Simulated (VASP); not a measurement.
Wanted: the native input for a VASP 6.6.1 run.

```yaml
Task: single point
Functional: PBE
Potentials_or_basis: VASP PAW PBE potentials, release 64 (Al, H)
Cutoff: 520 eV
k_mesh: 6 × 4 × 4
Occupations: gaussian, width 0.02 eV
Spin: no spin polarisation
Dipole_correction: no
Further_INCAR_settings: LREAL = Auto; ALGO = Normal; EDIFF = 1e-06; NBANDS = 24
```

The structure of AlH7 lies in POSCAR:

```
AlH7
1.0
    4.6766691049      0.1934510008      0.0324964453
    1.0305139050      7.5996624733     -0.1328722933
    0.8998883919      3.6514739728      6.7043199457
Al H
2 14
Direct
    0.9827618475      0.9282217062      0.0269059435
    0.4828161755      0.9282418539      0.0263042311
    0.5474225440      0.6275987195      0.6532943160
    0.4386837222      0.5572822395      0.7160428690
    0.0255232592      0.9293898847      0.5487506582
    0.9031807468      0.9860440388      0.4824115741
    0.0007111820      0.3557897688      0.5440615886
    0.1140258955      0.4225340775      0.4817951086
    0.6145509203      0.3792629242      0.1545043519
    0.4935403249      0.3161366634      0.2063692758
    0.2724497250      0.9321614948      0.8514308652
    0.1814995558      0.0968883410      0.0396180126
    0.7212870126      0.1004944238      0.8648580967
    0.2442934346      0.7564247839      0.1886573230
    0.6926882546      0.9235485839      0.2020812293
    0.7845653998      0.7599804959      0.0129145560
```

This cell differs from its parent crystal: volume scaled by 0.91, then relaxed in part.

One way to write it, as run:

INCAR

```
ALGO     = Normal         # electronic algorithm
EDIFF    = 1E-6           # SCF threshold, eV
ENCUT    = 520            # plane-wave cutoff, eV
GGA      = PE             # functional
ISIF     = 2              # what is computed and relaxed
ISMEAR   = 0              # smearing method
LASPH    = T              # aspherical terms in the spheres
LCHARG   = T              # write CHGCAR
LELF     = T              # ELF
LREAL    = Auto         
LVHAR    = T            
LWAVE    = F              # write WAVECAR
NBANDS   = 24             # bands
NELM     = 60             # most SCF steps
PREC     = Accurate       # precision mode
SIGMA    = 0.02           # smearing width, eV
```

KPOINTS

```
k-points
0
Gamma
  6 4 4
```

Potentials or basis: VASP PAW PBE potentials, release 64 (Al, H).

Run with:

```console
$ cat potpaw_PBE.64/Al/POTCAR potpaw_PBE.64/H/POTCAR > POTCAR
$ mpirun -np 1 vasp_std > vasp.out
```

Results of the run:

| Item | Value |
| --- | --- |
| Pressure | -0.1 GPa |
| Largest force | 0.012 eV/Å |
| Band gap on the k mesh | 2.56 eV, indirect (the least direct gap lies 2.3 meV higher) |

Wall time 19 min on 1 thread of AMD EPYC 7R13 Processor (Zen 3), on a shared host, peak memory 0.39 GiB.
